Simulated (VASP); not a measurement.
Wanted: the native input for a VASP 6.6.1 run.

```
Task                   : single point
Functional             : r2SCAN
Potentials or basis    : VASP PAW PBE potentials, release 64 (Hf_pv, O)
Cutoff                 : 520 eV
k mesh                 : 10 × 10 × 10
Occupations            : fermi-dirac, width 0.02 eV
Spin                   : no spin polarisation
Dipole correction      : no
Further INCAR settings : ALGO = Normal; EDIFF = 1e-07; NBANDS = 18
```

Crystal: HfO2.

```
Hf O
1.0
     0.00000    2.51242    2.51242
     2.51242    0.00000    2.51242
     2.51242    2.51242    0.00000
Hf O
1 2
Cartesian
  0.0000 0.0000 0.0000
  1.2562 1.2562 1.2562
  3.7686 3.7686 3.7686
```

The input as run:

POSCAR

```
HfO2
1.0
    0.0000000000      2.5124178500      2.5124178500
    2.5124178500      0.0000000000      2.5124178500
    2.5124178500      2.5124178500      0.0000000000
Hf O
1 2
Direct
    0.0000000000      0.0000000000      0.0000000000
    0.2500000000      0.2500000000      0.2500000000
    0.7500000000      0.7500000000      0.7500000000
```

INCAR.step1

```
SYSTEM = HfO2
ALGO     = Normal         ! electronic algorithm
EDIFF    = 1E-4           ! SCF threshold, eV
ENCUT    = 520            ! plane-wave cutoff, eV
GGA      = PE             ! functional
ISMEAR   = -1             ! smearing method
LASPH    = .TRUE.         ! aspherical terms in the spheres
LCHARG   = .FALSE.        ! write CHGCAR
LREAL    = .FALSE.        ! projectors in reciprocal space
LWAVE    = .TRUE.         ! write WAVECAR
NBANDS   = 18             ! bands
NELM     = 100            ! most SCF steps
PREC     = Accurate       ! precision mode
SIGMA    = 0.02           ! smearing width, eV
```

INCAR.step2

```
SYSTEM = HfO2
ALGO     = Normal         ! electronic algorithm
EDIFF    = 1E-7           ! SCF threshold, eV
ENCUT    = 520            ! plane-wave cutoff, eV
ISIF     = 2              ! what is computed and relaxed
ISMEAR   = -1             ! smearing method
ISTART   = 1            
LASPH    = .TRUE.         ! aspherical terms in the spheres
LCHARG   = .FALSE.        ! write CHGCAR
LMIXTAU  = .TRUE.       
LREAL    = .FALSE.        ! projectors in reciprocal space
LWAVE    = .FALSE.        ! write WAVECAR
METAGGA  = R2SCAN         ! meta-GGA
NBANDS   = 18             ! bands
NELM     = 100            ! most SCF steps
PREC     = Accurate       ! precision mode
SIGMA    = 0.02           ! smearing width, eV
```

KPOINTS

```
k-points
0
G
  10 10 10
  0 0 0
```

Potentials or basis: VASP PAW PBE potentials, release 64 (Hf_pv, O).

Launch:

```console
$ cat potpaw_PBE.64/Hf_pv/POTCAR potpaw_PBE.64/O/POTCAR > POTCAR
$ cp INCAR.step1 INCAR
$ mpirun -np 1 vasp_std > vasp.out
$ cp INCAR.step2 INCAR
$ mpirun -np 1 vasp_std > vasp.out
```

It gave:

- Pressure: 1.5 GPa
- Band gap on the k mesh: 4.37 eV, direct

Caveat: the PAW data sets were made with another functional, which shifts forces and pressure a little; spin-orbit coupling is left out, which moves the levels of the heavy elements.

It took 100 s on 1 thread of Intel(R) Xeon(R) Platinum 8488C (Sapphire Rapids), on a shared host, peak memory 0.18 GiB.
